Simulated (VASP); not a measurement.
# GaSb (F-43m) in VASP: a series of runs, part 2 of 2

VASP 6.6.1.

**3. Density of states, RPBE**

File POSCAR:

```
GaSb
1.0
    0.0000000000      3.0590000000      3.0590000000
    3.0590000000      0.0000000000      3.0590000000
    3.0590000000      3.0590000000      0.0000000000
Sb Ga
1 1
Direct
    0.7500000000      0.7500000000      0.7500000000
    0.0000000000      0.0000000000      0.0000000000
```

File INCAR.step1:

```
PREC = Accurate
ENCUT = 520
EDIFF = 1E-6
ISMEAR = -1
SIGMA = 0.05
LREAL = False
LASPH = True
NELM = 80
ALGO = Normal
ISIF = 2
LWAVE = False
LCHARG = True
GGA = RP
NBANDS = 16
```

File KPOINTS.step1:

```
regular mesh
0
Gamma
  4 4 4
```

File INCAR.step2:

```
PREC = Accurate
ENCUT = 520
EDIFF = 1E-6
ISMEAR = -5
SIGMA = 0.05
LREAL = False
LASPH = True
NELM = 80
ALGO = Normal
ISIF = 2
LWAVE = False
LCHARG = False
GGA = RP
LORBIT = 10
NBANDS = 16
NEDOS = 1001
ICHARG = 11
```

File KPOINTS.step2:

```
regular mesh
0
Gamma
  6 6 6
```

Potentials or basis: VASP PAW PBE potentials, release 64 (Sb, Ga_d).

Run with:

```sh
> cat potpaw_PBE.64/Sb/POTCAR potpaw_PBE.64/Ga_d/POTCAR > POTCAR
> cp INCAR.step1 INCAR
> cp KPOINTS.step1 KPOINTS
> mpirun -np 1 vasp_std > vasp.out
> cp INCAR.step2 INCAR
> cp KPOINTS.step2 KPOINTS
> mpirun -np 1 vasp_std > vasp.out
```

OUTCAR:

```text
PREC = Accurate
   ENCUT = 520
   EDIFF = 1E-6
   ISMEAR = -5
   LREAL = False
   LASPH = True
   NELM = 80
   ISIF = 2
   GGA = RP
   LORBIT = 10
   ICHARG = 11

 ion  position               nearest neighbor table
   1  0.750  0.750  0.750-   2 2.65   2 2.65   2 2.65   2 2.65
   2  0.000  0.000  0.000-   1 2.65   1 2.65   1 2.65   1 2.65

  LATTYP: Found a face centered cubic cell.
 ALAT       =     6.1180000000

  Lattice vectors:

 A1 = (   0.0000000000,   3.0590000000,   3.0590000000)
 A2 = (   3.0590000000,   0.0000000000,   3.0590000000)
 A3 = (   3.0590000000,   3.0590000000,   0.0000000000)

Analysis of symmetry for initial positions (statically):
=====================================================================
 Subroutine PRICEL returns:
 Original cell was already a primitive cell.

 Routine SETGRP: Setting up the symmetry group for a
 face centered cubic supercell.

 Subroutine GETGRP returns: Found 24 space group operations
 (whereof 24 operations were pure point group operations)
 out of a pool of 48 trial point group operations.

The static configuration has the point symmetry T_d .

Analysis of symmetry for dynamics (positions and initial velocities):
=====================================================================
 Subroutine PRICEL returns:
 Original cell was already a primitive cell.

 Routine SETGRP: Setting up the symmetry group for a
 face centered cubic supercell.

 Subroutine GETGRP returns: Found 24 space group operations
 (whereof 24 operations were pure point group operations)
 out of a pool of 48 trial point group operations.

The dynamic configuration has the point symmetry T_d .

 Subroutine INISYM returns: Found 24 space group operations
 (whereof 24 operations are pure point group operations),
 and found     1 'primitive' translations

----------------------------------------------------------------------------------------

                                     Primitive cell

  volume of cell :      57.2491

  direct lattice vectors                    reciprocal lattice vectors
     0.000000000  3.059000000  3.059000000    -0.163452109  0.163452109  0.163452109
     3.059000000  0.000000000  3.059000000     0.163452109 -0.163452109  0.163452109
     3.059000000  3.059000000  0.000000000     0.163452109  0.163452109 -0.163452109

  length of vectors
     4.326079287  4.326079287  4.326079287     0.283107357  0.283107357  0.283107357

  position of ions in fractional coordinates (direct lattice)
     0.750000000  0.750000000  0.750000000
     0.000000000  0.000000000  0.000000000

  ion indices of the primitive-cell ions
   primitive index   ion index
                 1           1
                 2           2

----------------------------------------------------------------------------------------

 KPOINTS: regular mesh

Automatic generation of k-mesh.
 Grid dimensions read from file:
 generate k-points for:    6    6    6

 Generating k-lattice:

  Cartesian coordinates                     Fractional coordinates (reciprocal lattice)
    -0.027242018  0.027242018  0.027242018     0.166666667  0.000000000  0.000000000
     0.027242018 -0.027242018  0.027242018     0.000000000  0.166666667  0.000000000
     0.027242018  0.027242018 -0.027242018     0.000000000  0.000000000  0.166666667

  Length of vectors
     0.047184559  0.047184559  0.047184559

  Shift w.r.t. Gamma in fractional coordinates (k-lattice)
     0.000000000  0.000000000  0.000000000

 TETIRR: Found     35 inequivalent tetrahedra from     1296

 Subroutine IBZKPT returns following result:
 ===========================================

 Found     16 irreducible k-points:

 Following reciprocal coordinates:
            Coordinates               Weight
  0.000000  0.000000  0.000000      1.000000
  0.166667  0.000000  0.000000      8.000000
  0.333333  0.000000  0.000000      8.000000
  0.500000  0.000000  0.000000      4.000000
  0.166667  0.166667  0.000000      6.000000
  0.333333  0.166667  0.000000     24.000000
[... 8 lines left out ...]
 -0.333333  0.333333  0.166667     24.000000
 -0.333333  0.500000  0.166667     12.000000
   k-points           NKPTS =     16   k-points in BZ     NKDIM =     16   number of bands    NBANDS=     16
   number of dos      NEDOS =   1001   number of ions     NIONS =      2
   total plane-waves  NPLWV =  32768
   dimension x,y,z NGX =    32 NGY =   32 NGZ =   32
   dimension x,y,z NGXF=    64 NGYF=   64 NGZF=   64
   ions per type =               1   1
   NGX,Y,Z   is equivalent  to a cutoff of  12.30, 12.30, 12.30 a.u.
   NGXF,Y,Z  is equivalent  to a cutoff of  24.59, 24.59, 24.59 a.u.
 SYSTEM =  unknown system
   PREC   = accura    normal or accurate (medium, high low for compatibility)
   ISTART =      0    job   : 0-new  1-cont  2-samecut
   ICHARG =     11    charge: 1-file 2-atom 10-const
   ISPIN  =      1    spin polarized calculation?
   LNONCOLLINEAR =      F non collinear calculations
   LSORBIT =      F    spin-orbit coupling
   LASPH  =      T    aspherical Exc in radial PAW
   ENCUT  =  520.0 eV  38.22 Ry    6.18 a.u.   8.04  8.04  8.04*2*pi/ulx,y,z
   NELM   =     80;   NELMIN=  2; NELMDL=  0     # of ELM steps
   EDIFF  = 0.1E-05   stopping-criterion for ELM
   LREAL  =      F    real-space projection
   EDIFFG = 0.1E-04   stopping-criterion for IOM
   NSW    =      0    number of steps for IOM
   IBRION =     -1    ionic relax: 0-MD 1-quasi-New 2-CG
   NFREE  =      0    steps in history (QN), initial steepest desc. (CG)
   ISIF   =      2    stress and relaxation
   ISYM   =      2    0-nonsym 1-usesym 2-fastsym
   POTIM  = 0.5000    time-step for ionic-motion
   TEBEG  =    0.0;   TEEND  =   0.0 temperature during run
   PSTRESS=    0.0 pullay stress
   NELECT =      18.0000    total number of electrons
   NUPDOWN=      -1.0000    fix difference up-down
   EMIN   =  10.00;   EMAX   =-10.00  energy-range for DOS
   EFERMI =   0.00;   METHOD = LEGACY
   ISMEAR =    -5;   SIGMA  =   0.05  broadening in eV -4-tet -1-fermi 0-gaus
   EFERMI_NEDOS =   21; number of points for ismear=-14 and -15
   IALGO  =     38    algorithm
   IMIX   =      4    mixing-type and parameters
     AMIX     =   0.40;   BMIX     =  1.00
     AMIX_MAG =   1.60;   BMIX_MAG =  1.00
  volume/ion in A,a.u.               =      28.62       193.17
  Fermi-wavevector in a.u.,A,eV,Ry     =   1.113208  2.103657 16.860766  1.239231
  Thomas-Fermi vector in A             =   2.249790
   LORBIT       =     10    0 simple, 1 ext, 2 COOP (PROOUT), +10 PAW based schemes
   GGA     = RP    functional components
   LHFCALC =     F    Hartree Fock is set to
   AEXX    =    0.0000 exact exchange contribution
   IVDW    =     0    specifies the selected vdW correction
   LEPSILON=     F    determine dielectric tensor
   LRPA    =     F    only Hartree local field effects (RPA)
 non-spin polarized calculation
 Fermi weights with tetrahedron method with Bloechl corrections
  energy-cutoff  :      520.00
  volume of cell :       57.25
 maximum number of plane-waves:      1572

 number of electron      17.9999986 magnetization

 Free energy of the ion-electron system (eV)
  ---------------------------------------------------
  ext. energy  EPLUGINS =         0.00000000
  ---------------------------------------------------
  free energy    TOTEN  =        -6.62676800 eV

  energy without entropy =       -6.62676800  energy(sigma->0) =       -6.62676800

 E-fermi :   5.0343     XC(G=0):  -8.8809

 val. band max:        5.0180797233   @ k =   0.0000   0.0000   0.0000
 cond. band min:       5.1459654454   @ k =   0.0000   0.0000   0.0000
 fundamental gap:      0.1278857221
 Fermi energy:         5.0343397244

 k-point     1 :       0.0000    0.0000    0.0000
  band No.  band energies     occupation
      1     -10.0507      2.00000
      2     -10.0507      2.00000
      3     -10.0507      2.00000
      4     -10.0013      2.00000
      5     -10.0013      2.00000
      6      -6.4245      2.00000
[... 281 lines left out ...]
      3     -10.0276      2.00000
      4     -10.0090      2.00000
      5      -9.9996      2.00000
      6      -3.9329      2.00000
[... 8 lines left out ...]
     15      15.0845      0.00000
     16      16.4051      0.00000

------------------------ aborting loop because EDIFF is reached ----------------------------------------

  FORCE on cell =-STRESS in cart. coord.  units (eV):
  Direction    XX          YY          ZZ          XY          YZ          ZX
  --------------------------------------------------------------------------------------
  -------------------------------------------------------------------------------------
  Total        1.3444405      1.3444405      1.3444405     -0.0000000      0.0000000     -0.0000000
  in kB       37.6256258     37.6256258     37.6256258     -0.0000000      0.0000000     -0.0000000
  external PRESSURE =      37.6256258 kB  Pullay stress =       0.0000000 kB

 VOLUME and BASIS-vectors are now :
 -----------------------------------------------------------------------------
  energy-cutoff  :      520.00
  volume of cell :       57.25
      direct lattice vectors                 reciprocal lattice vectors
     0.000000000  3.059000000  3.059000000    -0.163452109  0.163452109  0.163452109
     3.059000000  0.000000000  3.059000000     0.163452109 -0.163452109  0.163452109
     3.059000000  3.059000000  0.000000000     0.163452109  0.163452109 -0.163452109

 POSITION                                       TOTAL-FORCE (eV/Angst)
 -----------------------------------------------------------------------------------
      4.58850      4.58850      4.58850         0.000000      0.000000      0.000000
      0.00000      0.00000      0.00000        -0.000000     -0.000000     -0.000000
 -----------------------------------------------------------------------------------
    total drift:                               -0.000002     -0.000002     -0.000002

  FREE ENERGIE OF THE ION-ELECTRON SYSTEM (eV)
  ---------------------------------------------------
  free  energy   TOTEN  =        -6.6267679973 eV

  energy  without entropy=       -6.6267679973  energy(sigma->0) =       -6.62676800

 total charge

# of ion       s       p       d       tot
------------------------------------------
    1        1.115   1.350   0.028   2.493
    2        0.901   0.780   9.963  11.644
--------------------------------------------------
tot          2.016   2.130   9.990  14.137
```

OUTCAR.step1:

```text
PREC = Accurate
   ENCUT = 520
   EDIFF = 1E-6
   ISMEAR = -1
   LREAL = False
[... 354 lines left out ...]
      4.58850      4.58850      4.58850        -0.000000     -0.000000     -0.000000
      0.00000      0.00000      0.00000         0.000000      0.000000      0.000000
 -----------------------------------------------------------------------------------
    total drift:                               -0.000002     -0.000002     -0.000002

  FREE ENERGIE OF THE ION-ELECTRON SYSTEM (eV)
  ---------------------------------------------------
  free  energy   TOTEN  =        -6.4704906855 eV

  energy  without entropy=       -6.4677345738  energy(sigma->0) =       -6.46911263
```

Run time: 21 s. Hardware: 1 thread of Intel Xeon 8259CL, shared host; peak memory 0.18 GiB.

What came out:

* Valence electrons inside the program's atomic spheres: Sb 2.49; Ga 11.64

Caveat: the k points lie up to 0.44 Å⁻¹ apart; the PAW data sets were made with another functional, which shifts forces and pressure a little; spin-orbit coupling is left out, which moves the levels of the heavy elements.
